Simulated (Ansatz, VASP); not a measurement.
## ScBSbP3: VASP beside Ansatz

```xyz
6
Lattice="6.4689 0.0000 0.0000 -3.2345 5.6023 0.0000 0.0000 0.0000 3.0738" Properties=species:S:1:pos:R:3 pbc="T T T"
Sc    0.0000    0.0000    0.0000
B     0.0000    3.7348    0.0000
Sb    3.2345    1.8674    0.0000
P    -1.2830    2.9941    1.5369
P     1.2830    2.9941    1.5369
P     0.0000    5.2164    1.5369
```

Change from the starting cell: species swapped into the YSiBRh3 type (P-6m2, No. 187).

Alike in both runs: task relaxation of cell and atoms; functional PBE; k mesh 6 × 6 × 12; occupations gaussian, width 0.1 eV; no spin polarisation.

```csv
,VASP,Ansatz
version,VASP 6.6.1,Ansatz 0.2.0
potentials or method,"VASP PAW PBE potentials, release 64 (Sc_sv, B, Sb, P), cutoff 600 eV","scalar-relativistic, plane waves, PAW"
valence electrons in the cell,34,44
```

```tsv
	VASP	Ansatz	Ansatz less VASP
gap on the k mesh at the Fermi level, each at its own relaxed structure (eV)	none	none	-
relaxed volume (Å³/atom)	18.54	18.54	+0.001
relaxed length of the cell vector where the two differ most in proportion (Å)	3.085	3.086	+0.0012
```

A gap of «none» marks a metal or a gap that the smearing closes. VASP's potentials hold 34 valence electrons a cell and Ansatz's 44, so a difference there can come from the potentials and not from the codes.

Spin-orbit coupling is off throughout.
